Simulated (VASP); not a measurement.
Input of a VASP 6.6.1 run:

Contents of INCAR:

```
SYSTEM = ZnSe
PREC     = Accurate       ! precision mode
ENCUT    = 520            ! plane-wave cutoff, eV
EDIFF    = 1E-6           ! SCF threshold, eV
ISMEAR   = 0              ! smearing method
SIGMA    = 0.05           ! smearing width, eV
LREAL    = .False.        ! projectors in reciprocal space
LASPH    = .True.         ! aspherical terms in the spheres
NELM     = 80             ! most SCF steps
ALGO     = Normal         ! electronic algorithm
ISIF     = 2              ! what is computed and relaxed
LWAVE    = .False.        ! write WAVECAR
LCHARG   = .False.        ! write CHGCAR
GGA      = CA             ! functional
NBANDS   = 16             ! bands
```

Contents of KPOINTS:

```
regular mesh
0
Gamma
  10 10 10
  0 0 0
```

POSCAR

```
ZnSe
1.0
    0.0000000000      2.8907752856      2.8907752856
    2.8907752856      0.0000000000      2.8907752856
    2.8907752856      2.8907752856      0.0000000000
Zn Se
1 1
Direct
    0.0000000000      0.0000000000      0.0000000000
    0.7500000000      0.7500000000      0.7500000000
```

Potentials or basis: VASP PAW LDA potentials, release 64 (Zn, Se).

The run is started by

```console
$ cat potpaw_LDA.64/Zn/POTCAR potpaw_LDA.64/Se/POTCAR > POTCAR
$ mpirun -np 1 vasp_std > vasp.out
```

Predict the pressure.

-6.0 GPa.

Estimate the band gap on the k mesh.

0.83 eV, direct.
